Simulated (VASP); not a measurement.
# AlCo (f.blda) (Pm-3m) in VASP: density of states with LDA

Aim: the density of states of AlCo (f.blda) with LDA.

Everything below comes from runs of VASP 6.6.1. Logs are shortened: lines on timing, memory, paths and dates and some standing lists are left out, and cuts for length are marked.

### 1 The cell of the first run

It takes space group Pm-3m (No. 221, cubic). Conventional cell: a = 2.794 Å, b = 2.794 Å, c = 2.794 Å, α = 90.00°, β = 90.00°, γ = 90.00°. Within 3.2 Å of Co (site symmetry m-3m) lie 8 Al at 2.42 Å and 6 Co at 2.79 Å. Within 3.2 Å of Al (site symmetry m-3m) lie 8 Co at 2.42 Å and 6 Al at 2.79 Å.

### 2 Density of states, LDA

Input file POSCAR:

```
AlCo
1.0
    2.7935614174      0.0000000000      0.0000000000
    0.0000000000      2.7935614174      0.0000000000
    0.0000000000      0.0000000000      2.7935614174
Co Al
1 1
Direct
    0.0000000000      0.0000000000      0.0000000000
    0.5000000000      0.5000000000      0.5000000000
```

Input file INCAR.step1:

```
SYSTEM = AlCo
PREC = Accurate
ENCUT = 520
EDIFF = 1E-6
ISMEAR = 0
SIGMA = 0.1
LREAL = .FALSE.
LASPH = .TRUE.
NELM = 120
ALGO = Normal
ISIF = 2
LWAVE = .FALSE.
LCHARG = .TRUE.
LMAXMIX = 4
GGA = CA
NBANDS = 13
GGA_COMPAT = .FALSE.
NEDOS = 2001
LORBIT = 11
```

Input file KPOINTS.step1:

```
Automatic mesh
0
G
  16 16 16
  0 0 0
```

Input file INCAR.step2:

```
SYSTEM = AlCo
PREC = Accurate
ENCUT = 520
EDIFF = 1E-6
ISMEAR = -5
SIGMA = 0.1
LREAL = .FALSE.
LASPH = .TRUE.
NELM = 120
ALGO = Normal
ISIF = 2
LWAVE = .FALSE.
LCHARG = .FALSE.
LMAXMIX = 4
GGA = CA
LORBIT = 11
NBANDS = 13
NEDOS = 1001
ICHARG = 11
GGA_COMPAT = .FALSE.
```

Input file KPOINTS.step2:

```
Automatic mesh
0
G
  24 24 24
  0 0 0
```

Potentials or basis: VASP PAW LDA potentials, release 64 (Co, Al).

Command:

```console
> cat potpaw_LDA.64/Co/POTCAR potpaw_LDA.64/Al/POTCAR > POTCAR
> cp INCAR.step1 INCAR
> cp KPOINTS.step1 KPOINTS
> mpirun -np 1 vasp_std > vasp.out
> cp INCAR.step2 INCAR
> cp KPOINTS.step2 KPOINTS
> mpirun -np 1 vasp_std > vasp.out
```

OUTCAR:

```text
SYSTEM = AlCo
   PREC = Accurate
   ENCUT = 520
   EDIFF = 1E-6
   ISMEAR = -5
   LREAL = .FALSE.
   LASPH = .TRUE.
   NELM = 120
   ISIF = 2
   GGA = CA
   LORBIT = 11
   ICHARG = 11

 ion  position               nearest neighbor table
   1  0.000  0.000  0.000-   2 2.42   2 2.42   2 2.42   2 2.42   2 2.42   2 2.42   2 2.42   2 2.42

   2  0.500  0.500  0.500-   1 2.42   1 2.42   1 2.42   1 2.42   1 2.42   1 2.42   1 2.42   1 2.42

  LATTYP: Found a simple cubic cell.
 ALAT       =     2.7935614174

  Lattice vectors:

 A1 = (   2.7935614174,   0.0000000000,   0.0000000000)
 A2 = (   0.0000000000,   2.7935614174,   0.0000000000)
 A3 = (   0.0000000000,   0.0000000000,   2.7935614174)

Analysis of symmetry for initial positions (statically):
=====================================================================
 Subroutine PRICEL returns:
 Original cell was already a primitive cell.

 Routine SETGRP: Setting up the symmetry group for a
 simple cubic supercell.

 Subroutine GETGRP returns: Found 48 space group operations
 (whereof 48 operations were pure point group operations)
 out of a pool of 48 trial point group operations.

The static configuration has the point symmetry O_h .

Analysis of symmetry for dynamics (positions and initial velocities):
=====================================================================
 Subroutine PRICEL returns:
 Original cell was already a primitive cell.

 Routine SETGRP: Setting up the symmetry group for a
 simple cubic supercell.

 Subroutine GETGRP returns: Found 48 space group operations
 (whereof 48 operations were pure point group operations)
 out of a pool of 48 trial point group operations.

The dynamic configuration has the point symmetry O_h .

 Subroutine INISYM returns: Found 48 space group operations
 (whereof 48 operations are pure point group operations),
 and found     1 'primitive' translations

----------------------------------------------------------------------------------------

                                     Primitive cell

  volume of cell :      21.8009

  direct lattice vectors                    reciprocal lattice vectors
     2.793561417  0.000000000  0.000000000     0.357965998  0.000000000  0.000000000
     0.000000000  2.793561417  0.000000000     0.000000000  0.357965998  0.000000000
     0.000000000  0.000000000  2.793561417     0.000000000  0.000000000  0.357965998

  length of vectors
     2.793561417  2.793561417  2.793561417     0.357965998  0.357965998  0.357965998

  position of ions in fractional coordinates (direct lattice)
     0.000000000  0.000000000  0.000000000
     0.500000000  0.500000000  0.500000000

[... 98 lines left out ...]
     AMIX_MAG =   1.60;   BMIX_MAG =  1.00
  volume/ion in A,a.u.               =      10.90        73.56
  Fermi-wavevector in a.u.,A,eV,Ry     =   1.341664  2.535377 24.491326  1.800062
  Thomas-Fermi vector in A             =   2.469879
   LORBIT       =     11    0 simple, 1 ext, 2 COOP (PROOUT), +10 PAW based schemes
   GGA     = CA    functional components
   LHFCALC =     F    Hartree Fock is set to
   AEXX    =    0.0000 exact exchange contribution
   IVDW    =     0    specifies the selected vdW correction
   LEPSILON=     F    determine dielectric tensor
   LRPA    =     F    only Hartree local field effects (RPA)
 non-spin polarized calculation
 Fermi weights with tetrahedron method with Bloechl corrections
  energy-cutoff  :      520.00
  volume of cell :       21.80
 maximum number of plane-waves:       624
 NGX is ok and might be reduce to    24

 number of electron      12.0000001 magnetization

 Free energy of the ion-electron system (eV)
  ---------------------------------------------------
  ext. energy  EPLUGINS =         0.00000000
  ---------------------------------------------------
  free energy    TOTEN  =       -13.70972955 eV

  energy without entropy =      -13.70972955  energy(sigma->0) =      -13.70972955

 E-fermi :  11.1385     XC(G=0): -12.8079

 val. band max:       11.1850844873   @ k =   0.5000   0.4167   0.2500
 cond. band min:      11.1078055114   @ k =   0.5000   0.4583   0.2083
 fundamental gap:     -0.0772789760
 Fermi energy:        11.1384717179

 k-point     1 :       0.0000    0.0000    0.0000
  band No.  band energies     occupation
      1      -0.2962      2.00000
      2       7.8565      2.00000
      3       7.8565      2.00000
      4      10.2423      2.00000
      5      10.2423      2.00000
      6      10.2423      2.00000
      7      17.3733      0.00000
      8      17.3733      0.00000
      9      17.3733      0.00000
     10      20.1948      0.00000
     11      20.1948      0.00000
     12      27.3060      0.00000
     13      33.3652      0.00000
[... 354 lines left out ...]
  band No.  band energies     occupation
      1       3.5909      2.00000
      2       4.9014      2.00000
      3       8.4884      2.00000
      4       9.2916      2.00000
      5       9.3081      2.00000
      6      10.3487      2.00000
      7      11.3260      0.00000
      8      19.5549      0.00000
      9      21.5290      0.00000
     10      21.7833      0.00000
     11      23.6240      0.00000
     12      23.7480      0.00000
     13      26.7409      0.00000

 [... further k-points ...]

------------------------ aborting loop because EDIFF is reached ----------------------------------------

  FORCE on cell =-STRESS in cart. coord.  units (eV):
  Direction    XX          YY          ZZ          XY          YZ          ZX
  --------------------------------------------------------------------------------------
  -------------------------------------------------------------------------------------
  Total       -0.1003126     -0.1003126     -0.1003126      0.0000000     -0.0000000      0.0000000
  in kB       -7.3721012     -7.3721012     -7.3721012      0.0000000     -0.0000000      0.0000000
  external PRESSURE =      -7.3721012 kB  Pullay stress =       0.0000000 kB

 VOLUME and BASIS-vectors are now :
 -----------------------------------------------------------------------------
  energy-cutoff  :      520.00
  volume of cell :       21.80
      direct lattice vectors                 reciprocal lattice vectors
     2.793561417  0.000000000  0.000000000     0.357965998  0.000000000  0.000000000
     0.000000000  2.793561417  0.000000000     0.000000000  0.357965998  0.000000000
     0.000000000  0.000000000  2.793561417     0.000000000  0.000000000  0.357965998

 POSITION                                       TOTAL-FORCE (eV/Angst)
 -----------------------------------------------------------------------------------
      0.00000      0.00000      0.00000         0.000000      0.000000      0.000000
      1.39678      1.39678      1.39678         0.000000      0.000000      0.000000
 -----------------------------------------------------------------------------------
    total drift:                                0.000000      0.000000      0.000000

  FREE ENERGIE OF THE ION-ELECTRON SYSTEM (eV)
  ---------------------------------------------------
  free  energy   TOTEN  =       -13.7097295523 eV

  energy  without entropy=      -13.7097295523  energy(sigma->0) =      -13.70972955

 total charge

# of ion       s       p       d       tot
------------------------------------------
    1        0.460   0.555   7.577   8.592
    2        0.407   0.461   0.000   0.869
--------------------------------------------------
tot          0.867   1.016   7.577   9.461
```

OUTCAR.step1:

```text
SYSTEM = AlCo
   PREC = Accurate
   ENCUT = 520
   EDIFF = 1E-6
   ISMEAR = 0
   LREAL = .FALSE.
   LASPH = .TRUE.
   NELM = 120
   ISIF = 2
   GGA = CA
   LORBIT = 11
[... 607 lines left out ...]
    total drift:                                0.000000      0.000000      0.000000

  FREE ENERGIE OF THE ION-ELECTRON SYSTEM (eV)
  ---------------------------------------------------
  free  energy   TOTEN  =       -13.7109467535 eV

  energy  without entropy=      -13.7070018057  energy(sigma->0) =      -13.70897428

 total charge

# of ion       s       p       d       tot
------------------------------------------
    1        0.460   0.554   7.579   8.593
    2        0.407   0.461   0.000   0.868
--------------------------------------------------
tot          0.868   1.015   7.579   9.462
```

Run time: 1.9 min. Hardware: 1 thread of Intel Xeon 8259CL, shared host; peak memory 0.26 GiB.

What came out:

* Valence electrons inside the program's atomic spheres: Co 8.59; Al 0.87

Caveat: tetrahedron occupations give inexact forces and stress in metals. Spin polarisation is off, so any magnetic state and its effect on volume and gap are missing.
